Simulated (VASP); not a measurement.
# VH2 (Fm-3m) in VASP: a series of runs, part 2 of 3

VASP 6.6.1. Earlier steps stand in the parts before.

## Step 4: Single point, PBEsol, collinear spin, ferromagnetic start

Contents of INCAR:

```
SYSTEM = VH2
ALGO = Normal
EDIFF = 1E-6
ENCUT = 500
GGA = PS
GGA_COMPAT = .FALSE.
ISIF = 2
ISMEAR = 1
ISPIN = 2
LASPH = .TRUE.
LCHARG = .TRUE.
LELF = .TRUE.
LMAXMIX = 4
LORBIT = 11
LREAL = .FALSE.
LVHAR = .TRUE.
LWAVE = .FALSE.
MAGMOM = 0.68 0.01 0.01
NBANDS = 18
NELM = 200
NUPDOWN = 0.9
PREC = Accurate
SIGMA = 0.1
```

Contents of KPOINTS:

```
k-points
0
G
  5 5 5
  0 0 0
```

Contents of POSCAR:

```
VH2
1.0
    0.0000000000      2.1355000000      2.1355000000
    2.1355000000      0.0000000000      2.1355000000
    2.1355000000      2.1355000000      0.0000000000
V H
1 2
Direct
    0.0000000000      0.0000000000      0.0000000000
    0.2500000000      0.2500000000      0.2500000000
    0.7500000000      0.7500000000      0.7500000000
```

Potentials or basis: VASP PAW PBE potentials, release 64 (V_sv, H).

On the command line:

```
> cat potpaw_PBE.64/V_sv/POTCAR potpaw_PBE.64/H/POTCAR > POTCAR
> mpirun -np 1 vasp_std > vasp.out
```

OUTCAR:

```text
SYSTEM = VH2
   EDIFF = 1E-6
   ENCUT = 500
   GGA = PS
   ISIF = 2
   ISMEAR = 1
   ISPIN = 2
   LASPH = .TRUE.
   LORBIT = 11
   LREAL = .FALSE.
   NELM = 200
   NUPDOWN = 0.9
   PREC = Accurate

 ion  position               nearest neighbor table
   1  0.000  0.000  0.000-   3 1.85   3 1.85   3 1.85   2 1.85   2 1.85   2 1.85   3 1.85   2 1.85

   2  0.250  0.250  0.250-   1 1.85   1 1.85   1 1.85   1 1.85
   3  0.750  0.750  0.750-   1 1.85   1 1.85   1 1.85   1 1.85

  LATTYP: Found a face centered cubic cell.
 ALAT       =     4.2710000000

  Lattice vectors:

 A1 = (   0.0000000000,   2.1355000000,   2.1355000000)
 A2 = (   2.1355000000,   0.0000000000,   2.1355000000)
 A3 = (   2.1355000000,   2.1355000000,   0.0000000000)

Analysis of symmetry for initial positions (statically):
=====================================================================
 Subroutine PRICEL returns:
 Original cell was already a primitive cell.

 Routine SETGRP: Setting up the symmetry group for a
 face centered cubic supercell.

 Subroutine GETGRP returns: Found 48 space group operations
 (whereof 48 operations were pure point group operations)
 out of a pool of 48 trial point group operations.

The static configuration has the point symmetry O_h .

Analysis of symmetry for dynamics (positions and initial velocities):
=====================================================================
 Subroutine PRICEL returns:
 Original cell was already a primitive cell.

 Routine SETGRP: Setting up the symmetry group for a
 face centered cubic supercell.

 Subroutine GETGRP returns: Found 48 space group operations
 (whereof 48 operations were pure point group operations)
 out of a pool of 48 trial point group operations.

The dynamic configuration has the point symmetry O_h .

Analysis of structural, dynamic, and magnetic symmetry:
=====================================================================
 Subroutine PRICEL returns:
 Original cell was already a primitive cell.

[... 143 lines left out ...]
 E-fermi :   7.6453     XC(G=0): -12.2771

 val. band max:        8.0044873839   @ k =  -0.4000   0.4000   0.2000
 cond. band min:       7.9463695989   @ k =   0.2000   0.2000   0.0000
 fundamental gap:     -0.0581177850
 Fermi energy:         8.0354340475

 spin component 1

 k-point     1 :       0.0000    0.0000    0.0000
  band No.  band energies     occupation
      1     -56.7328      1.00000
      2     -30.5402      1.00000
      3     -30.5402      1.00000
      4     -30.5402      1.00000
      5      -3.4551      1.00000
      6       6.7071      1.00000
[... 186 lines left out ...]
      4     -30.6331      1.00000
      5       1.3770      1.00000
      6       1.9249      1.00000
[... 10 lines left out ...]
     17      32.4970      0.00000
     18      34.2521      0.00000
 Fermi energy:         7.6453117738

 spin component 2

 k-point     1 :       0.0000    0.0000    0.0000
  band No.  band energies     occupation
      1     -55.9146      1.00000
      2     -29.7268      1.00000
      3     -29.7268      1.00000
      4     -29.7268      1.00000
      5      -3.2652      1.00000
      6       7.3354      1.00005
[... 187 lines left out ...]
      5       1.5740      1.00000
      6       2.1749      1.00000
[... 10 lines left out ...]
     17      32.7639      0.00000
     18      34.5979      0.00000

------------------------ aborting loop because EDIFF is reached ----------------------------------------

  FORCE on cell =-STRESS in cart. coord.  units (eV):
  Direction    XX          YY          ZZ          XY          YZ          ZX
  --------------------------------------------------------------------------------------
  -------------------------------------------------------------------------------------
  Total       -1.2107755     -1.2107755     -1.2107755      0.0000000      0.0000000      0.0000000
  in kB      -99.5968201    -99.5968201    -99.5968201      0.0000000      0.0000000      0.0000000
  external PRESSURE =     -99.5968201 kB  Pullay stress =       0.0000000 kB

 VOLUME and BASIS-vectors are now :
 -----------------------------------------------------------------------------
  energy-cutoff  :      500.00
  volume of cell :       19.48
      direct lattice vectors                 reciprocal lattice vectors
     0.000000000  2.135500000  2.135500000    -0.234137204  0.234137204  0.234137204
     2.135500000  0.000000000  2.135500000     0.234137204 -0.234137204  0.234137204
     2.135500000  2.135500000  0.000000000     0.234137204  0.234137204 -0.234137204

 POSITION                                       TOTAL-FORCE (eV/Angst)
 -----------------------------------------------------------------------------------
      0.00000      0.00000      0.00000         0.000000     -0.000000     -0.000000
      1.06775      1.06775      1.06775         0.000000      0.000000      0.000000
      3.20325      3.20325      3.20325        -0.000000     -0.000000     -0.000000
 -----------------------------------------------------------------------------------
    total drift:                               -0.000000      0.000000      0.000000

  FREE ENERGIE OF THE ION-ELECTRON SYSTEM (eV)
  ---------------------------------------------------
  free  energy   TOTEN  =       -16.9646912088 eV

  energy  without entropy=      -16.9619335464  energy(sigma->0) =      -16.96377199

 total charge

# of ion       s       p       d       tot
------------------------------------------
    1        2.211   6.217   3.158  11.587
    2        0.562   0.025   0.000   0.587
    3        0.562   0.025   0.000   0.587
--------------------------------------------------
tot          3.336   6.267   3.158  12.762

 magnetization (x)

# of ion       s       p       d       tot
------------------------------------------
    1        0.005   0.006   0.826   0.837
    2       -0.011   0.004   0.000  -0.007
    3       -0.011   0.004   0.000  -0.007
--------------------------------------------------
tot         -0.018   0.014   0.826   0.823
```

stdout:

```text
POSCAR found type information on POSCAR V H
 POSCAR found :  2 types and       3 ions
 scaLAPACK will be used
 -----------------------------------------------------------------------------
|                                                                             |
|                                                                             |
|     You enforced a specific xc type in the INCAR file but a different       |
|     I HOPE YOU KNOW WHAT YOU ARE DOING!                                     |
|                                                                             |
 -----------------------------------------------------------------------------

 LDA part: xc-table for (Slater+PW92), standard interpolation
 POSCAR, INCAR and KPOINTS ok, starting setup
 FFT: planning ... GRIDC
 FFT: planning ... GRID_SOFT
 FFT: planning ... GRID
 WAVECAR not read
 entering main loop
```

It took 21 s on 1 thread of Intel Xeon 8259CL, shared host; peak memory 0.15 GiB.

What came out:

```
Free energy                                           : -16.9647 eV
Pressure                                              : -10.0 GPa
Net moment                                            : 0.90 μB per cell
Site moments                                          : V +0.84; H -0.01 μB
Valence electrons inside the program's atomic spheres : V 11.59; H 0.59
```

Caveat: the k points lie up to 0.51 Å⁻¹ apart; the PAW data sets were made with another functional, which shifts forces and pressure a little; the total moment is fixed, so each spin has its own Fermi level.

## Step 5: Single point, PBEsol, collinear spin, ferromagnetic start

Contents of INCAR:

```
SYSTEM = VH2
PREC = Accurate ; ENCUT = 500
EDIFF = 1E-6 ; ISMEAR = 1
SIGMA = 0.1 ; LREAL = .FALSE.
LASPH = .TRUE. ; NELM = 200
ALGO = Normal ; ISIF = 2
LWAVE = .FALSE. ; LCHARG = .FALSE.
ISPIN = 2 ; MAGMOM = 0.99 0.01 0.01
LORBIT = 11 ; NUPDOWN = 1.3
LMAXMIX = 4 ; GGA = PS
NBANDS = 18 ; GGA_COMPAT = .FALSE.
```

Contents of KPOINTS:

```
regular mesh
0
G
  5 5 5
  0 0 0
```

POSCAR is that of step 4.

Potentials or basis: VASP PAW PBE potentials, release 64 (V_sv, H).

On the command line:

```
> cat potpaw_PBE.64/V_sv/POTCAR potpaw_PBE.64/H/POTCAR > POTCAR
> mpirun -np 1 vasp_std > vasp.out
```

OUTCAR:

```text
SYSTEM = VH2
   PREC = Accurate
   ENCUT = 500
   EDIFF = 1E-6
   ISMEAR = 1
   LREAL = .FALSE.
   LASPH = .TRUE.
   NELM = 200
   ISIF = 2
   ISPIN = 2
   LORBIT = 11
   NUPDOWN = 1.3
   GGA = PS

 ion  position               nearest neighbor table
   1  0.000  0.000  0.000-   3 1.85   3 1.85   3 1.85   2 1.85   2 1.85   2 1.85   3 1.85   2 1.85

   2  0.250  0.250  0.250-   1 1.85   1 1.85   1 1.85   1 1.85
   3  0.750  0.750  0.750-   1 1.85   1 1.85   1 1.85   1 1.85

  LATTYP: Found a face centered cubic cell.
 ALAT       =     4.2710000000

  Lattice vectors:

 A1 = (   0.0000000000,   2.1355000000,   2.1355000000)
 A2 = (   2.1355000000,   0.0000000000,   2.1355000000)
 A3 = (   2.1355000000,   2.1355000000,   0.0000000000)

Analysis of symmetry for initial positions (statically):
=====================================================================
 Subroutine PRICEL returns:
 Original cell was already a primitive cell.

 Routine SETGRP: Setting up the symmetry group for a
 face centered cubic supercell.

 Subroutine GETGRP returns: Found 48 space group operations
 (whereof 48 operations were pure point group operations)
 out of a pool of 48 trial point group operations.

The static configuration has the point symmetry O_h .

Analysis of symmetry for dynamics (positions and initial velocities):
=====================================================================
 Subroutine PRICEL returns:
 Original cell was already a primitive cell.

 Routine SETGRP: Setting up the symmetry group for a
 face centered cubic supercell.

 Subroutine GETGRP returns: Found 48 space group operations
 (whereof 48 operations were pure point group operations)
 out of a pool of 48 trial point group operations.

The dynamic configuration has the point symmetry O_h .

Analysis of structural, dynamic, and magnetic symmetry:
=====================================================================
 Subroutine PRICEL returns:
[... 144 lines left out ...]

 E-fermi :   7.7278     XC(G=0): -12.2666

 val. band max:        8.1538728298   @ k =   0.0000   0.0000   0.0000
 cond. band min:       7.7764698004   @ k =   0.4000   0.0000   0.0000
 fundamental gap:     -0.3774030294
 Fermi energy:         8.3613223509

 spin component 1

 k-point     1 :       0.0000    0.0000    0.0000
  band No.  band energies     occupation
      1     -56.8250      1.00000
      2     -30.6359      1.00000
      3     -30.6359      1.00000
      4     -30.6359      1.00000
      5      -3.4966      1.00000
      6       6.6257      1.00000
[... 186 lines left out ...]
      4     -30.7288      1.00000
      5       1.3356      1.00000
      6       1.8778      1.00000
[... 10 lines left out ...]
     17      32.4448      0.00000
     18      34.1912      0.00000
 Fermi energy:         7.7278133253

 spin component 2

 k-point     1 :       0.0000    0.0000    0.0000
  band No.  band energies     occupation
      1     -55.6399      1.00000
      2     -29.4577      1.00000
      3     -29.4577      1.00000
      4     -29.4577      1.00000
      5      -3.2272      1.00000
      6       7.5193      1.00602
[... 187 lines left out ...]
      5       1.6140      1.00000
      6       2.2300      1.00000
[... 10 lines left out ...]
     17      32.8249      0.00000
     18      34.6892      0.00000

------------------------ aborting loop because EDIFF is reached ----------------------------------------

  FORCE on cell =-STRESS in cart. coord.  units (eV):
  Direction    XX          YY          ZZ          XY          YZ          ZX
  --------------------------------------------------------------------------------------
  -------------------------------------------------------------------------------------
  Total       -0.8255522     -0.8255522     -0.8255522      0.0000000     -0.0000000      0.0000000
  in kB      -67.9088494    -67.9088494    -67.9088494      0.0000000     -0.0000000      0.0000000
  external PRESSURE =     -67.9088494 kB  Pullay stress =       0.0000000 kB

 VOLUME and BASIS-vectors are now :
 -----------------------------------------------------------------------------
  energy-cutoff  :      500.00
  volume of cell :       19.48
      direct lattice vectors                 reciprocal lattice vectors
     0.000000000  2.135500000  2.135500000    -0.234137204  0.234137204  0.234137204
     2.135500000  0.000000000  2.135500000     0.234137204 -0.234137204  0.234137204
     2.135500000  2.135500000  0.000000000     0.234137204  0.234137204 -0.234137204

 POSITION                                       TOTAL-FORCE (eV/Angst)
 -----------------------------------------------------------------------------------
      0.00000      0.00000      0.00000        -0.000000      0.000000     -0.000000
      1.06775      1.06775      1.06775         0.000000     -0.000000      0.000000
      3.20325      3.20325      3.20325        -0.000000      0.000000     -0.000000
 -----------------------------------------------------------------------------------
    total drift:                               -0.000000      0.000000      0.000000

  FREE ENERGIE OF THE ION-ELECTRON SYSTEM (eV)
  ---------------------------------------------------
  free  energy   TOTEN  =       -16.8761662980 eV

  energy  without entropy=      -16.8765513340  energy(sigma->0) =      -16.87629464

 total charge

# of ion       s       p       d       tot
------------------------------------------
    1        2.212   6.217   3.160  11.589
    2        0.565   0.024   0.000   0.589
    3        0.565   0.024   0.000   0.589
--------------------------------------------------
tot          3.342   6.265   3.160  12.766

 magnetization (x)

# of ion       s       p       d       tot
------------------------------------------
    1        0.006   0.007   1.201   1.214
    2       -0.016   0.006   0.000  -0.010
    3       -0.016   0.006   0.000  -0.010
--------------------------------------------------
tot         -0.026   0.018   1.201   1.194
```

OSZICAR:

```text
N       E                     dE             d eps       ncg     rms          rms(c)
DAV:   1     0.109259903799E+03    0.10926E+03   -0.69313E+03   720   0.846E+02
DAV:   2    -0.166568056414E+02   -0.12592E+03   -0.12012E+03   740   0.276E+02
DAV:   3    -0.193191738879E+02   -0.26624E+01   -0.26463E+01   810   0.432E+01
DAV:   4    -0.193295857881E+02   -0.10412E-01   -0.10411E-01   798   0.289E+00
DAV:   5    -0.193296613943E+02   -0.75606E-04   -0.75607E-04   776   0.235E-01    0.234E+01
DAV:   6    -0.169232367971E+02    0.24064E+01   -0.29535E+00   734   0.283E+01    0.411E+00
DAV:   7    -0.168906358814E+02    0.32601E-01   -0.24047E-01   750   0.502E+00    0.292E+00
DAV:   8    -0.168736978847E+02    0.16938E-01   -0.24618E-02   772   0.157E+00    0.120E+00
DAV:   9    -0.168755366266E+02   -0.18387E-02   -0.51469E-03   758   0.723E-01    0.507E-01
DAV:  10    -0.168761632406E+02   -0.62661E-03   -0.23058E-04   788   0.164E-01    0.178E-01
DAV:  11    -0.168761642795E+02   -0.10389E-05   -0.40863E-05   754   0.572E-02    0.281E-02
DAV:  12    -0.168761661701E+02   -0.18906E-05   -0.92660E-06   756   0.282E-02    0.489E-03
DAV:  13    -0.168761662980E+02   -0.12792E-06   -0.40216E-07   580   0.536E-03
   1 F= -.16876166E+02 E0= -.16876295E+02  d E =0.385036E-03  mag=     1.3001
```

Wall time 14 s (1 thread of Intel Xeon 8259CL, shared host); peak memory 0.15 GiB.

What came out:

```yaml
Free_energy: -16.8762 eV
Pressure: -6.8 GPa
Net_moment: 1.30 μB per cell
Site_moments: V +1.21; H -0.01 μB
Valence_electrons_inside_the_program's_atomic_spheres: V 11.59; H 0.59
```

Caveat: the k points lie up to 0.51 Å⁻¹ apart; the PAW data sets were made with another functional, which shifts forces and pressure a little; the total moment is fixed, so each spin has its own Fermi level.

(Part 2 of 3 ends here.)
